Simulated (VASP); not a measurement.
A run of VASP 6.6.1:

File INCAR:

```
SYSTEM = ScHg
ALGO     = Normal         ! electronic algorithm
EDIFF    = 1E-6           ! SCF threshold, eV
ENCUT    = 520            ! plane-wave cutoff, eV
ISIF     = 2              ! what is computed and relaxed
ISMEAR   = 1              ! smearing method
LASPH    = .TRUE.         ! aspherical terms in the spheres
LCHARG   = .FALSE.        ! write CHGCAR
LREAL    = .FALSE.        ! projectors in reciprocal space
LWAVE    = .FALSE.        ! write WAVECAR
NBANDS   = 18             ! bands
NELM     = 60             ! most SCF steps
PREC     = Accurate       ! precision mode
SIGMA    = 0.1            ! smearing width, eV
```

Contents of KPOINTS:

```
k-points
0
G
  8 8 8
  0 0 0
```

Contents of POSCAR:

```
ScHg
1.0
    3.4566435916      0.0000000000      0.0000000000
    0.0000000000      3.4566435916      0.0000000000
    0.0000000000      0.0000000000      3.4566435916
Sc Hg
1 1
Direct
    0.5000000000      0.5000000000      0.5000000000
    0.0000000000      0.0000000000      0.0000000000
```

Potentials or basis: VASP PAW LDA potentials, release 64 (Sc_sv, Hg).

Run with:

```bash
$ cat potpaw_LDA.64/Sc_sv/POTCAR potpaw_LDA.64/Hg/POTCAR > POTCAR
$ mpirun -np 1 vasp_std > vasp.out
```

Hardware: 1 thread of Intel(R) Xeon(R) Platinum 8488C (Sapphire Rapids), with other jobs on the host.

**Question.** Estimate the wall time of this run.

**Answer.** It took 21 s on 1 thread of Intel(R) Xeon(R) Platinum 8488C (Sapphire Rapids) (shared host), peak memory 0.16 GiB. Counts: scf iterations 12, k points 35.
